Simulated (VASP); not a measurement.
## ZrO2 (m.bB): single point with PBE

ZrO2 (m.bB):

```
CELL_PARAMETERS angstrom
0.00000 2.55789 2.55789
2.55789 0.00000 2.55789
2.55789 2.55789 0.00000
ATOMIC_POSITIONS crystal
Zr 0.00000 0.00000 0.00000
O 0.25000 0.25000 0.25000
O 0.75000 0.75000 0.75000
```

| Quantity | Value |
| --- | --- |
| Program | VASP 6.6.1 |
| Task | single point |
| Functional | PBE |
| Potentials or basis | VASP PAW PBE potentials, release 64 (Zr_sv, O) |
| Cutoff | 600 eV |
| k mesh | 8 × 8 × 8 |
| Occupations | gaussian, width 0.02 eV |
| Spin | no spin polarisation |

The pressure is 0.1 GPa. The band gap on the k mesh is 3.31 eV, indirect (least direct gap 3.74 eV).

Levels at points of the mesh, in eV from the valence-band top:
| k point | band 8 | band 9 | band 10 | band 11 | band 12 | band 13 | band 14 | band 15 | band 16 | band 17 |
| --- | --- | --- | --- | --- | --- | --- | --- | --- | --- | --- |
| (0.00, 0.00, 0.00) | -5.14 | -5.14 | -0.53 | -0.53 | -0.53 | 3.31 | 3.31 | 6.47 | 9.18 | 9.18 |
| (0.50, 0.00, 0.00) | -4.14 | -2.50 | -2.46 | -1.63 | -1.63 | 3.94 | 3.94 | 5.95 | 8.30 | 8.30 |
| (0.50, 0.50, 0.00) | -3.12 | -3.12 | -1.49 | -1.49 | 0.00 | 3.74 | 4.66 | 5.70 | 7.15 | 7.15 |

Run time: 34 s on 1 thread of Intel(R) Xeon(R) Platinum 8375C CPU @ 2.90GHz (Ice Lake), with other jobs on the host, peak memory 0.17 GiB.

A k mesh can miss the band edges.
